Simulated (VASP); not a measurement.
Here is a VASP 6.6.1 calculation.

INCAR

```
SYSTEM = TlH5
PREC     = Accurate       ! precision mode
ENCUT    = 600            ! plane-wave cutoff, eV
EDIFF    = 1E-6           ! SCF threshold, eV
ISMEAR   = 0              ! smearing method
SIGMA    = 0.1            ! smearing width, eV
LREAL    = .FALSE.        ! projectors in reciprocal space
LASPH    = .TRUE.         ! aspherical terms in the spheres
NELM     = 100            ! most SCF steps
ALGO     = Normal         ! electronic algorithm
ISIF     = 3              ! what is computed and relaxed
LWAVE    = .FALSE.        ! write WAVECAR
LCHARG   = .FALSE.        ! write CHGCAR
GGA      = PE             ! functional
IBRION   = 2              ! ionic algorithm
NSW      = 100            ! ionic steps
EDIFFG   = -0.01          ! ionic threshold
```

Contents of KPOINTS:

```
regular mesh
0
G
  12 12 6
  0 0 0
```

POSCAR

```
TlH5
1.0
    3.0723817029      0.0000000000      0.0000000000
   -1.5361908514      2.6607606048      0.0000000000
    0.0000000000      0.0000000000      6.8546420033
Tl H
1 5
Direct
    0.0000000000      0.0000000000      0.5000000000
    0.0000000000      0.0000000000      0.2527238554
    0.0000000000      0.0000000000      0.7472761446
    0.5000000000      0.0000000000      0.0000000000
    0.0000000000      0.5000000000      0.0000000000
    0.5000000000      0.5000000000      0.0000000000
```

Potentials or basis: VASP PAW PBE potentials, release 64 (Tl_d, H).

Launch:

```sh
$ cat potpaw_PBE.64/Tl_d/POTCAR potpaw_PBE.64/H/POTCAR > POTCAR
$ mpirun -np 1 vasp_std > vasp.out
```

Question: Predict the space group after relaxing (to 0.05 Å).

Answer: P6/mmm (No. 191).

Question: Estimate the band gap on the k mesh.

Answer: Zero (band 9 reaches 5.32 eV, above the bottom of band 10 at 0.54 eV).

Question: Predict the relaxed volume.

Answer: 9.32 Å³/atom.

The path:
| step | energy change (eV) | largest force (eV/Å) | pressure (GPa) | volume (Å³) |
| --- | --- | --- | --- | --- |
| 1 | 0.0000 | 0.0437 | -0.28 | 56.04 |
| 2 | -0.0002 | 0.0071 | -0.05 | 55.91 |

Caveat: spin-orbit coupling is left out, which moves the levels of the heavy elements.
